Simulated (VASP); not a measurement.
# Mo (R-3m) in VASP: further runs

Runs on Mo. Level: LDA. Tasks: single point.

Everything below comes from runs of VASP 6.6.1. Logs are shortened: lines on timing, memory, paths and dates and some standing lists are left out, and cuts for length are marked.

## Step 1: The cell of the first run

The structure is trigonal, space group R-3m (No. 166). The conventional cell has a = 3.732 Å, b = 3.732 Å, c = 4.144 Å, α = 90.00°, β = 90.00°, γ = 120.00°. Within 3.8 Å of Mo (site symmetry -3m) lie 18 Mo at 2.56 to 3.73 Å.

## Step 2: Single point, LDA (16.67 Å³/atom)

INCAR

```
PREC     = Accurate       # precision mode
ENCUT    = 520            # plane-wave cutoff, eV
EDIFF    = 1E-6           # SCF threshold, eV
ISMEAR   = 0              # smearing method
SIGMA    = 0.15           # smearing width, eV
LREAL    = F              # projectors in reciprocal space
LASPH    = T              # aspherical terms in the spheres
NELM     = 100            # most SCF steps
ALGO     = Fast           # electronic algorithm
ISIF     = 2              # what is computed and relaxed
LWAVE    = F              # write WAVECAR
LCHARG   = F              # write CHGCAR
NBANDS   = 13             # bands
```

KPOINTS

```
Automatic mesh
0
Gamma
  22 22 22
```

POSCAR

```
Mo
1.0
   -0.9618995076      1.6772979708      1.6772979708
    1.6772979708     -0.9618995076      1.6772979708
    1.6772979708      1.6772979708     -0.9618995076
Mo
1
Direct
    0.0000000000      0.0000000000      0.0000000000
```

Potentials or basis: VASP PAW LDA potentials, release 64 (Mo_sv).

Started as:

```bash
cat potpaw_LDA.64/Mo_sv/POTCAR > POTCAR
mpirun -np 1 vasp_std > vasp.out
```

OUTCAR:

```text
PREC = Accurate
   ENCUT = 520
   EDIFF = 1E-6
   ISMEAR = 0
   LREAL = F
   LASPH = T
   NELM = 100
   ISIF = 2

 ion  position               nearest neighbor table
   1  0.000  0.000  0.000-

  LATTYP: Found a trigonal (rhomboedric) cell.
 ALAT       =     2.5596694373
 COS(alpha) =    -0.0631046292

  Lattice vectors:

 A1 = (  -0.9618995076,   1.6772979708,   1.6772979708)
 A2 = (   1.6772979708,  -0.9618995076,   1.6772979708)
 A3 = (   1.6772979708,   1.6772979708,  -0.9618995076)

Analysis of symmetry for initial positions (statically):
=====================================================================
 Subroutine PRICEL returns:
 Original cell was already a primitive cell.

 Routine SETGRP: Setting up the symmetry group for a
 trigonal (rhombohedral) supercell.

 Subroutine GETGRP returns: Found 12 space group operations
 (whereof 12 operations were pure point group operations)
 out of a pool of 12 trial point group operations.

The static configuration has the point symmetry D_3d.

Analysis of symmetry for dynamics (positions and initial velocities):
=====================================================================
 Subroutine PRICEL returns:
 Original cell was already a primitive cell.

 Routine SETGRP: Setting up the symmetry group for a
 trigonal (rhombohedral) supercell.

 Subroutine GETGRP returns: Found 12 space group operations
 (whereof 12 operations were pure point group operations)
 out of a pool of 12 trial point group operations.

The dynamic configuration has the point symmetry D_3d.

 Subroutine INISYM returns: Found 12 space group operations
 (whereof 12 operations are pure point group operations),
 and found     1 'primitive' translations

----------------------------------------------------------------------------------------

                                     Primitive cell

  volume of cell :      16.6660

  direct lattice vectors                    reciprocal lattice vectors
    -0.961899508  1.677297971  1.677297971    -0.113289201  0.265613859  0.265613859
     1.677297971 -0.961899508  1.677297971     0.265613859 -0.113289201  0.265613859
     1.677297971  1.677297971 -0.961899508     0.265613859  0.265613859 -0.113289201

  length of vectors
     2.559669437  2.559669437  2.559669437     0.392346642  0.392346642  0.392346642

  position of ions in fractional coordinates (direct lattice)
     0.000000000  0.000000000  0.000000000

  ion indices of the primitive-cell ions
   primitive index   ion index
                 1           1

----------------------------------------------------------------------------------------

 KPOINTS: Automatic mesh

Automatic generation of k-mesh.
 Grid dimensions read from file:
 generate k-points for:   22   22   22

 Generating k-lattice:

  Cartesian coordinates                     Fractional coordinates (reciprocal lattice)
    -0.005149509  0.012073357  0.012073357     0.045454545  0.000000000  0.000000000
     0.012073357 -0.005149509  0.012073357     0.000000000  0.045454545  0.000000000
     0.012073357  0.012073357 -0.005149509     0.000000000  0.000000000  0.045454545

  Length of vectors
     0.017833938  0.017833938  0.017833938

  Shift w.r.t. Gamma in fractional coordinates (k-lattice)
     0.000000000  0.000000000  0.000000000

 Subroutine IBZKPT returns following result:
 ===========================================

 Found   1024 irreducible k-points:

 Following reciprocal coordinates:
            Coordinates               Weight
  0.000000  0.000000  0.000000      1.000000
  0.045455 -0.000000 -0.000000      6.000000
  0.090909 -0.000000 -0.000000      6.000000
  0.136364 -0.000000 -0.000000      6.000000
  0.181818 -0.000000 -0.000000      6.000000
  0.227273 -0.000000 -0.000000      6.000000
[... 16 lines left out ...]
  0.500000  0.045455  0.000000     12.000000
 -0.454545  0.045455  0.000000     12.000000
 [... further k-points ...]
   k-points           NKPTS =   1024   k-points in BZ     NKDIM =   1024   number of bands    NBANDS=     13
   number of dos      NEDOS =    301   number of ions     NIONS =      1
   total plane-waves  NPLWV =   8000
   dimension x,y,z NGX =    20 NGY =   20 NGZ =   20
   dimension x,y,z NGXF=    40 NGYF=   40 NGZF=   40
   ions per type =               1
   NGX,Y,Z   is equivalent  to a cutoff of  12.99, 12.99, 12.99 a.u.
   NGXF,Y,Z  is equivalent  to a cutoff of  25.98, 25.98, 25.98 a.u.
 SYSTEM =  unknown system
   PREC   = accura    normal or accurate (medium, high low for compatibility)
   ISTART =      0    job   : 0-new  1-cont  2-samecut
   ICHARG =      2    charge: 1-file 2-atom 10-const
   ISPIN  =      1    spin polarized calculation?
   LNONCOLLINEAR =      F non collinear calculations
   LSORBIT =      F    spin-orbit coupling
   LASPH  =      T    aspherical Exc in radial PAW
   ENCUT  =  520.0 eV  38.22 Ry    6.18 a.u.   4.76  4.76  4.76*2*pi/ulx,y,z
   NELM   =    100;   NELMIN=  2; NELMDL= -5     # of ELM steps
   EDIFF  = 0.1E-05   stopping-criterion for ELM
   LREAL  =      F    real-space projection
   EDIFFG = 0.1E-04   stopping-criterion for IOM
   NSW    =      0    number of steps for IOM
   IBRION =     -1    ionic relax: 0-MD 1-quasi-New 2-CG
   NFREE  =      0    steps in history (QN), initial steepest desc. (CG)
   ISIF   =      2    stress and relaxation
   ISYM   =      2    0-nonsym 1-usesym 2-fastsym
   POTIM  = 0.5000    time-step for ionic-motion
   TEBEG  =    0.0;   TEEND  =   0.0 temperature during run
   PSTRESS=    0.0 pullay stress
   NELECT =      14.0000    total number of electrons
   NUPDOWN=      -1.0000    fix difference up-down
   EMIN   =  10.00;   EMAX   =-10.00  energy-range for DOS
   EFERMI =   0.00;   METHOD = LEGACY
   ISMEAR =     0;   SIGMA  =   0.15  broadening in eV -4-tet -1-fermi 0-gaus
   EFERMI_NEDOS =   21; number of points for ismear=-14 and -15
   IALGO  =     68    algorithm
   IMIX   =      4    mixing-type and parameters
     AMIX     =   0.40;   BMIX     =  1.00
     AMIX_MAG =   1.60;   BMIX_MAG =  1.00
  volume/ion in A,a.u.               =      16.67       112.47
  Fermi-wavevector in a.u.,A,eV,Ry     =   1.544687  2.919034 32.464273  2.386057
  Thomas-Fermi vector in A             =   2.650172
   LORBIT       =      0    0 simple, 1 ext, 2 COOP (PROOUT), +10 PAW based schemes
   GGA     = CA    functional components
   LHFCALC =     F    Hartree Fock is set to
   AEXX    =    0.0000 exact exchange contribution
   IVDW    =     0    specifies the selected vdW correction
   LEPSILON=     F    determine dielectric tensor
   LRPA    =     F    only Hartree local field effects (RPA)
 non-spin polarized calculation
 RMM-DIIS sequential band-by-band and
 Gauss-broadening in eV      SIGMA  =   0.15
  energy-cutoff  :      520.00
  volume of cell :       16.67
 maximum number of plane-waves:       459
   NGX =  9   NGY =  9   NGZ =  9

 number of electron      13.9999999 magnetization

 Free energy of the ion-electron system (eV)
  ---------------------------------------------------
  ext. energy  EPLUGINS =         0.00000000
  ---------------------------------------------------
  free energy    TOTEN  =       -11.02737465 eV

  energy without entropy =      -11.01537702  energy(sigma->0) =      -11.02137584

 E-fermi :  11.3895     XC(G=0): -13.1073

 val. band max:       11.3894706731   @ k =  -0.2727   0.5000   0.2273
 cond. band min:      11.3897681957   @ k =  -0.4091  -0.4545   0.1364
 fundamental gap:      0.0002975226
 Fermi energy:        11.3895157282

 k-point     1 :       0.0000    0.0000    0.0000
  band No.  band energies     occupation
      1     -49.4703      2.00000
      2     -22.8810      2.00000
      3     -22.7513      2.00000
      4     -22.7513      2.00000
      5       4.6711      2.00000
      6       6.9693      2.00000
      7       6.9693      2.00000
      8      15.1370      0.00000
      9      15.3958      0.00000
     10      15.3958      0.00000
     11      26.5649      0.00000
     12      26.5649      0.00000
     13      28.4787      0.00000

 k-point     2 :       0.0455   -0.0000   -0.0000
  band No.  band energies     occupation
      1     -49.4656      2.00000
      2     -22.8936      2.00000
      3     -22.7736      2.00000
      4     -22.7483      2.00000
      5       4.7395      2.00000
      6       6.9859      2.00000
      7       7.0451      2.00000
      8      15.0679      0.00000
      9      15.3019      0.00000
     10      15.3742      0.00000
     11      26.4493      0.00000
     12      26.6875      0.00000
     13      28.4014      0.00000

 k-point     3 :       0.0909   -0.0000   -0.0000
  band No.  band energies     occupation
      1     -49.4516      2.00000
      2     -22.9654      2.00000
      3     -22.8027      2.00000
      4     -22.7393      2.00000
      5       4.9336      2.00000
      6       7.0345      2.00000
      7       7.2752      2.00000
      8      14.8283      0.00000
      9      15.0393      0.00000
     10      15.3619      0.00000
     11      25.9206      0.00000
     12      27.0339      0.00000
     13      28.5104      0.00000
[... 305 lines left out ...]
 k-point    23 :       0.5000    0.0455    0.0000
  band No.  band energies     occupation
      1     -49.2240      2.00000
      2     -24.5065      2.00000
      3     -22.7018      2.00000
      4     -22.6101      2.00000
      5       7.7054      2.00000
      6       7.9125      2.00000
      7      10.9462      1.99997
      8      12.1053      0.00000
      9      12.6632      0.00000
     10      15.5800      0.00000
     11      21.1239      0.00000
     12      25.8689      0.00000
     13      30.5206      0.00000

 k-point    24 :      -0.4545    0.0455    0.0000
  band No.  band energies     occupation
      1     -49.2292      2.00000
      2     -24.4735      2.00000
      3     -22.7043      2.00000
      4     -22.6130      2.00000
      5       7.6431      2.00000
      6       7.8996      2.00000
      7      10.8084      2.00000
      8      12.1677      0.00000
      9      12.7234      0.00000
     10      15.5751      0.00000
     11      21.0719      0.00000
     12      26.0085      0.00000
     13      30.9075      0.00000

 [... further k-points ...]

------------------------ aborting loop because EDIFF is reached ----------------------------------------

  FORCE on cell =-STRESS in cart. coord.  units (eV):
  Direction    XX          YY          ZZ          XY          YZ          ZX
  --------------------------------------------------------------------------------------
  -------------------------------------------------------------------------------------
  Total       -0.0603080     -0.0603080     -0.0603080     -0.6247234     -0.6247234     -0.6247234
  in kB       -5.7976771     -5.7976771     -5.7976771    -60.0574647    -60.0574647    -60.0574647
  external PRESSURE =      -5.7976771 kB  Pullay stress =       0.0000000 kB

 VOLUME and BASIS-vectors are now :
 -----------------------------------------------------------------------------
  energy-cutoff  :      520.00
  volume of cell :       16.67
      direct lattice vectors                 reciprocal lattice vectors
    -0.961899508  1.677297971  1.677297971    -0.113289201  0.265613859  0.265613859
     1.677297971 -0.961899508  1.677297971     0.265613859 -0.113289201  0.265613859
     1.677297971  1.677297971 -0.961899508     0.265613859  0.265613859 -0.113289201

 POSITION                                       TOTAL-FORCE (eV/Angst)
 -----------------------------------------------------------------------------------
      0.00000      0.00000      0.00000         0.000000     -0.000000      0.000000
 -----------------------------------------------------------------------------------
    total drift:                                0.000000      0.000000      0.000000

  FREE ENERGIE OF THE ION-ELECTRON SYSTEM (eV)
  ---------------------------------------------------
  free  energy   TOTEN  =       -11.0273746517 eV

  energy  without entropy=      -11.0153770227  energy(sigma->0) =      -11.02137584
```

Run time: 60 s. Hardware: 1 thread of Intel Xeon 6975P-C (Granite Rapids), shared host; peak memory 0.29 GiB.

What came out:

```
Free energy            : -11.0274 eV
Pressure               : -0.6 GPa
Band gap on the k mesh : zero (bands 7 and 8 overlap by 2.65 eV)
```

Stress tensor (GPa, compression positive):
```
-0.58 -6.01 -6.01
-6.01 -0.58 -6.01
-6.01 -6.01 -0.58
```

## Step 3: Single point, LDA (16.67 Å³/atom)

INCAR

```
ALGO = Fast ; EDIFF = 1E-6
ENCUT = 520 ; GGA = CA
ISIF = 2 ; ISMEAR = 0
LASPH = True ; LCHARG = True
LELF = True ; LREAL = False
LVHAR = True ; LWAVE = False
NBANDS = 13 ; NELM = 100
PREC = Accurate ; SIGMA = 0.15
```

KPOINTS

```
k-points
0
Gamma
  22 22 22
```

POSCAR

```
Mo
1.0
   -1.3960222136      1.6163252228      1.6163252228
    1.6163252228     -1.3960222136      1.6163252228
    1.6163252228      1.6163252228     -1.3960222136
Mo
1
Direct
    0.0000000000      0.0000000000      0.0000000000
```

Potentials or basis: VASP PAW LDA potentials, release 64 (Mo_sv).

Started as:

```bash
cat potpaw_LDA.64/Mo_sv/POTCAR > POTCAR
mpirun -np 1 vasp_std > vasp.out
```

Run time: 65 s. Hardware: 1 thread of Intel Xeon 6975P-C (Granite Rapids), shared host; peak memory 0.29 GiB.

It converged, with:

```yaml
Free_energy: -11.8422 eV
Pressure: -18.0 GPa
Band_gap_on_the_k_mesh: zero (bands 7 and 8 overlap by 2.31 eV)
```

Stress tensor (GPa, compression positive):
```
-17.97  -7.87  -7.87
 -7.87 -17.97  -7.87
 -7.87  -7.87 -17.97
```

Levels at points of the mesh, in eV from the Fermi level:
```
           k point  band 3  band 4  band 5  band 6  band 7  band 8  band 9  band 10  band 11  band 12
(0.00, 0.00, 0.00)  -34.44  -34.44   -7.04   -2.66   -2.66    0.52    2.04     2.04    13.84    13.84
(0.50, 0.00, 0.00)  -34.73  -34.43   -4.89   -3.51    0.57    2.12    2.28     3.11     9.77    12.88
(0.50, 0.50, 0.00)  -35.27  -34.50   -5.20   -3.20    1.33    1.39    2.50     4.99    10.19    12.03
(0.50, 0.50, 0.50)  -35.59  -35.19   -5.07   -5.07    1.05    4.70    4.70     7.61     9.42     9.42
```

Caveat: the cell stands under tension.

## Step 4: Single point, LDA (16.67 Å³/atom)

INCAR

```
ALGO = Fast
EDIFF = 1E-6
ENCUT = 520
ISIF = 2
ISMEAR = 0
LASPH = True
LCHARG = False
LREAL = False
LWAVE = False
NBANDS = 13
NELM = 60
PREC = Accurate
SIGMA = 0.15
```

KPOINTS is that of step 3.

POSCAR

```
Mo
1.0
   -1.8221903097      1.6160127338      1.6160127338
    1.6160127338     -1.8221903097      1.6160127338
    1.6160127338      1.6160127338     -1.8221903097
Mo
1
Direct
    0.0000000000      0.0000000000      0.0000000000
```

Started as:

```bash
cat potpaw_LDA.64/Mo_sv/POTCAR > POTCAR
mpirun -np 1 vasp_std > vasp.out
```

Run time: 71 s. Hardware: 1 thread of Intel Xeon 6975P-C (Granite Rapids), shared host; peak memory 0.3 GiB.

Results (log left out):

```
Free energy            : -11.7424 eV
Pressure               : -15.3 GPa
Band gap on the k mesh : zero (bands 7 and 8 overlap by 3.70 eV)
```

Stress tensor (GPa, compression positive):
```
-15.28  15.16  15.16
 15.16 -15.28  15.16
 15.16  15.16 -15.28
```

Levels at points of the mesh, in eV from the Fermi level:
```tsv
k point	band 5	band 6	band 7	band 8	band 9	band 10
(0.00, 0.00, 0.00)	-6.95	-3.29	-1.06	-1.06	2.54	2.54
(0.50, 0.00, 0.00)	-5.04	-2.97	1.03	1.11	2.68	4.49
(0.50, 0.50, 0.00)	-4.98	-3.90	0.52	2.77	2.79	3.95
(0.50, 0.50, 0.50)	-5.11	-5.11	2.64	2.64	5.46	8.20
```

Caveat: the cell stands under tension.

## Step 5: Summary

```tsv
cell	gap on the mesh (eV)	pressure (GPa)
a = 2.560 Å, angles 93.6°, 1 atom	none	-0.6
a = 2.678 Å, angles 105.4°, 1 atom	none	-18.0
a = 2.923 Å, angles 112.6°, 1 atom	none	-15.3
```

Alike in all rows: task single point; level LDA; potentials or basis VASP PAW LDA potentials, release 64 (Mo_sv); no spin polarisation; k mesh 22 × 22 × 22; cutoff (eV) 520; smearing gaussian 0.15 eV.

Caveats: the cell stands under tension (at least some runs).

Absolute energies hang on the potentials; compare differences alone.
